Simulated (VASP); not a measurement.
ZnS:

```xyz
2
Lattice="0.0000 2.7020 2.7020 2.7020 0.0000 2.7020 2.7020 2.7020 0.0000" Properties=species:S:1:pos:R:3 pbc="T T T"
Zn    4.0530    4.0530    4.0530
S     0.0000    0.0000    0.0000
```

```yaml
Program: VASP 6.6.1
Task: relaxation of cell and atoms
Functional: revPBE
Dispersion: D3(BJ)
Potentials_or_basis: VASP PAW PBE potentials, release 64 (Zn, S)
Cutoff: 600 eV
k_mesh: 9 × 9 × 9
Occupations: fermi-dirac, width 0.05 eV
Spin: no spin polarisation
```

At the start: pressure -2.0 GPa; volume 19.73 Å³/atom.

Where does the relaxation end?

Over 3 steps the energy falls by 3.5 meV/atom and the volume is 19.19 Å³/atom (-2.7 %); space group F-43m (No. 216, to 0.1 Å) before and after.

The path:
| step | energy change (eV) | largest force (eV/Å) | pressure (GPa) | volume (Å³) |
| --- | --- | --- | --- | --- |
| 1 | 0.0000 | 0.0000 | -2.03 | 39.45 |
| 2 | -0.0062 | 0.0000 | 0.76 | 38.05 |
| 3 | -0.0069 | 0.0000 | -0.07 | 38.39 |

Final structure:
```xyz
2
Lattice="0.0000 2.6774 2.6774 2.6774 0.0000 2.6774 2.6774 2.6774 0.0000" Properties=species:S:1:pos:R:3 pbc="T T T"
Zn    4.0162    4.0162    4.0162
S     0.0000    0.0000    0.0000
```

Caveat: the PAW data sets were made with another functional, which shifts forces and pressure a little.
